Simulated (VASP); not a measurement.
Write the native input for VASP 6.6.1 that does the following.

- Task: single point
- Functional: LDA
- Potentials or basis: VASP PAW LDA potentials, release 64 (Os)
- Cutoff: 520 eV
- k mesh: 8 × 8 × 8
- Occupations: fermi-dirac, width 0.136057 eV
- Spin: no spin polarisation
- Dipole correction: no
- Further INCAR settings: ALGO = Normal; EDIFF = 1e-07; NBANDS = 15

The structure of Os lies in POSCAR:

```
Os
1.0
    0.0000000000      2.7368963383      2.7368963383
    2.7368963383      0.0000000000      2.7368963383
    2.7368963383      2.7368963383      0.0000000000
Os
2
Direct
    0.0000000000      0.0000000000      0.0000000000
    0.2500000000      0.2500000000      0.2500000000
```

The input as run:

INCAR

```
  ALGO = Normal
  EDIFF = 1E-7
  ENCUT = 520
  GGA = CA
  ISIF = 2
  ISMEAR = -1
  LASPH = T
  LCHARG = F
  LREAL = F
  LWAVE = F
  NBANDS = 15
  NELM = 80
  PREC = Accurate
  SIGMA = 0.13605693000000002
```

KPOINTS

```
k-points
0
Gamma
  8 8 8
```

Potentials or basis: VASP PAW LDA potentials, release 64 (Os).

Launch:

```sh
$ cat potpaw_LDA.64/Os/POTCAR > POTCAR
$ mpirun -np 1 vasp_std > vasp.out
```

Results of the run:

- Pressure: -1.5 GPa
- Band gap on the k mesh: zero (band 8 reaches 5.11 eV, above the bottom of band 9 at 4.05 eV)

Caveat: spin-orbit coupling is left out, which moves the levels of the heavy elements.

It took 16 s on 1 thread of Intel(R) Xeon(R) Platinum 8259CL CPU @ 2.50GHz (Skylake/Cascade Lake), with other jobs on the host, peak memory 0.15 GiB.
